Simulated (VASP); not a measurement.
Write the native input for VASP 6.6.1 that does the following.

* Task: single point
* Functional: r2SCAN
* Potentials or basis: VASP PAW PBE potentials, release 64 (Ta_pv, N)
* Cutoff: 520 eV
* k mesh: 12 × 12 × 12
* Occupations: gaussian, width 0.1 eV
* Spin: no spin polarisation
* Dipole correction: no
* Further INCAR settings: ALGO = Normal; EDIFF = 1e-07; NBANDS = 33

Crystal: TaN.

```xyz
6
Lattice="5.1228 0.0000 0.0000 -2.5614 4.4365 0.0000 0.0000 0.0000 2.8749" Properties=species:S:1:pos:R:3 pbc="T T T"
Ta    0.0000    2.9576    1.4374
Ta    2.5614    1.4788    1.4374
Ta    0.0000    0.0000    0.0000
N     2.0193    0.0000    0.0000
N     1.5517    2.6877    0.0000
N    -1.0097    1.7488    0.0000
```

These files were run (other wordings do the same):

POSCAR

```
TaN
1.0
    5.1227867531      0.0000000000      0.0000000000
   -2.5613933766      4.4364634664      0.0000000000
    0.0000000000      0.0000000000      2.8748954973
Ta N
3 3
Direct
    0.3333333333      0.6666666667      0.5000000000
    0.6666666667      0.3333333333      0.5000000000
    0.0000000000      0.0000000000      0.0000000000
    0.3941853596      0.0000000000      0.0000000000
    0.6058146404      0.6058146404      0.0000000000
    0.0000000000      0.3941853596      0.0000000000
```

INCAR.step1

```
SYSTEM = TaN
PREC = Accurate
ENCUT = 520
ISMEAR = 0
SIGMA = 0.1
LREAL = .False.
LASPH = .True.
NELM = 100
NBANDS = 33
GGA = PE
ALGO = Normal
EDIFF = 1E-4
LWAVE = .True.
LCHARG = .False.
```

INCAR.step2

```
SYSTEM = TaN
PREC = Accurate
ENCUT = 520
EDIFF = 1E-7
ISMEAR = 0
SIGMA = 0.1
LREAL = .False.
LASPH = .True.
NELM = 100
ALGO = Normal
ISIF = 2
LWAVE = .False.
LCHARG = .True.
METAGGA = R2SCAN
LMIXTAU = .True.
LELF = .True.
LVHAR = .True.
NBANDS = 33
ISTART = 1
```

KPOINTS

```
Automatic mesh
0
Gamma
  12 12 12
  0 0 0
```

Potentials or basis: VASP PAW PBE potentials, release 64 (Ta_pv, N).

Command:

```console
$ cat potpaw_PBE.64/Ta_pv/POTCAR potpaw_PBE.64/N/POTCAR > POTCAR
$ cp INCAR.step1 INCAR
$ mpirun -np 1 vasp_std > vasp.out
$ cp INCAR.step2 INCAR
$ mpirun -np 1 vasp_std > vasp.out
```

Results of the run:

```json
{"Pressure": "16.9 GPa", "Largest force": "0.012 eV/Å", "Band gap on the k mesh": "zero (band 24 reaches 10.82 eV, above the bottom of band 25 at 7.41 eV)"}
```

Caveat: the PAW data sets were made with another functional, which shifts forces and pressure a little; spin-orbit coupling is left out, which moves the levels of the heavy elements.

Wall time 9.6 min on 1 thread of Intel(R) Xeon(R) Platinum 8488C (Sapphire Rapids) (shared host), peak memory 0.36 GiB.
